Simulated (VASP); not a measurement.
Runs of VASP 6.6.1 on HfGe. The structure is that of space group Pm-3m (No. 221), or close to it. The cells are those of the table. 

```tsv
task	level	potentials or basis	spin	cell	k mesh	cutoff (eV)	gap on the mesh (eV)	pressure (GPa)
relaxation of cell and atoms	PBEsol	VASP PAW PBE potentials, release 64 (Hf_pv, Ge_d)	off	relaxed from a = 3.501 Å, 2 atoms	8 × 8 × 8	600	none	0.0
single point	RPBE	VASP PAW PBE potentials, release 64 (Hf_pv, Ge_d)	off	a = 3.501 Å, 2 atoms	8 × 8 × 8	520	none	-9.4
single point	PBE	VASP PAW PBE potentials, release 64 (Hf_pv, Ge_d)	off	a = 3.348 Å, 2 atoms	6 × 6 × 6	520	none	-0.3
single point	PBE	VASP PAW PBE potentials, release 64 (Hf_pv, Ge_d)	off	a = 3.501 Å, 2 atoms	8 × 8 × 8	520	none	-11.6
single point	PBE	VASP PAW PBE potentials, release 64 (Hf_pv, Ge_d)	off	a = 3.352 Å, 2 atoms	8 × 8 × 8	520	none	(b)
single point	PBEsol	VASP PAW PBE potentials, release 64 (Hf_pv, Ge_d)	off	a = 3.501 Å, 2 atoms	8 × 8 × 8	520	none	-15.3
single point	LDA	VASP PAW LDA potentials, release 64 (Hf_pv, Ge_d)	off	a = 3.274 Å, 2 atoms	8 × 8 × 8	520	none	0.1
single point	PBEsol	VASP PAW PBE potentials, release 64 (Hf_pv, Ge_d)	non-collinear, zero start, SOC	a = 3.501 Å, 2 atoms	6 × 6 × 6	520	-	(a)
```

Alike in all rows: smearing fermi-dirac 0.05 eV.

**Question.** Fill in the values left out.

**Answer.** (a) -15.9; (b) -0.4.

Caveats: spin-orbit coupling is left out, which moves the levels of the heavy elements (some runs); the PAW data sets were made with another functional, which shifts forces and pressure a little (some runs).

A k mesh can miss the band edges, and rows without SOC leave out spin-orbit coupling on Ge, Hf.

A gap of «none» marks levels without a gap at the run's occupations.
